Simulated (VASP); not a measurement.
Tb3YPb, 5 atoms in the cell. It takes space group P4mm (No. 99, tetragonal). Conventional cell: a = 4.479 Å, b = 4.479 Å, c = 8.219 Å, α = 90.00°, β = 90.00°, γ = 90.00°. Tb (site symmetry 2mm) has 6 Tb at 3.17 to 3.60 Å and 2 Pb at 3.27 Å and 2 Y at 3.99 Å within 4.2 Å. Tb (site symmetry 4mm) has 1 Pb at 3.02 Å and 4 Tb at 3.60 Å and 4 Y at 3.80 Å within 4.0 Å. Within 4.3 Å of Y (site symmetry 4mm) lie 4 Pb at 3.30 Å and 8 Tb at 3.80 to 3.99 Å. Pb (site symmetry 4mm) has 5 Tb at 3.02 to 3.27 Å and 4 Y at 3.30 Å within 4.0 Å. 

```yaml
Program: VASP 6.6.1
Task: single point
Functional: PBE
Potentials_or_basis: VASP PAW PBE potentials, release 64 (Tb_3, Y_sv, Pb_d), 4f in core
Cutoff: 500 eV
k_mesh: 8 × 8 × 4
Occupations: gaussian, width 0.1 eV
Spin: no spin polarisation
Dipole_correction: no
Further_INCAR_settings: ALGO = Normal; EDIFF = 1e-06; NBANDS = 34
```

Potentials or basis: VASP PAW PBE potentials, release 64 (Tb_3, Y_sv, Pb_d), 4f in core.

Run with:

```sh
$ cat potpaw_PBE.64/Tb_3/POTCAR potpaw_PBE.64/Y_sv/POTCAR potpaw_PBE.64/Pb_d/POTCAR > POTCAR
$ mpirun -np 1 vasp_std > vasp.out
```

Hardware: 1 thread of AMD EPYC 9R45 96-Core Processor (Zen 5), on a shared host.

Q: How long does it take, and how much memory?

A: Run time: 2.9 min on 1 thread of AMD EPYC 9R45 96-Core Processor (Zen 5), on a shared host, peak memory 0.41 GiB. Counts: scf iterations 16, k points 45.
